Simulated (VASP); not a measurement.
Here is a VASP 6.6.1 calculation.

Contents of POSCAR:

```
AlGaN2
1.0
    3.3157208543      0.0000000000      0.0000000000
    0.0000000000      3.3157208543      0.0000000000
    0.0000000000      0.0000000000      3.9695854895
Al Ga N
1 1 2
Direct
    0.5000000000      0.5000000000      0.5000000000
    0.0000000000      0.0000000000      0.0000000000
    0.5000000000      0.0000000000      0.7382648100
    0.0000000000      0.5000000000      0.2617351900
```

The input INCAR.step1:

```
  ALGO = Normal
  EDIFF = 1E-4
  ENCUT = 520
  GGA = PE
  ISMEAR = 0
  LASPH = True
  LCHARG = False
  LREAL = False
  LWAVE = True
  NBANDS = 21
  NELM = 100
  PREC = Accurate
  SIGMA = 0.05
```

Contents of INCAR.step2:

```
  ALGO = Normal
  EDIFF = 1E-6
  ENCUT = 520
  ISIF = 2
  ISMEAR = 0
  ISTART = 1
  LASPH = True
  LCHARG = False
  LMIXTAU = True
  LREAL = False
  LWAVE = False
  METAGGA = R2SCAN
  NBANDS = 21
  NELM = 100
  PREC = Accurate
  SIGMA = 0.05
```

KPOINTS

```
k-points
0
Gamma
  8 8 6
```

Potentials or basis: VASP PAW PBE potentials, release 64 (Al, Ga_d, N).

Launch:

```bash
$ cat potpaw_PBE.64/Al/POTCAR potpaw_PBE.64/Ga_d/POTCAR potpaw_PBE.64/N/POTCAR > POTCAR
$ cp INCAR.step1 INCAR
$ mpirun -np 1 vasp_std > vasp.out
$ cp INCAR.step2 INCAR
$ mpirun -np 1 vasp_std > vasp.out
```

(1) Predict the band gap on the k mesh.

(2) Estimate the pressure.

(3) What does it give for the largest force?

## Answers

(1) 3.11 eV, direct.

(2) -2.3 GPa.

(3) 0.264 eV/Å.

Caveat: the PAW data sets were made with another functional, which shifts forces and pressure a little.
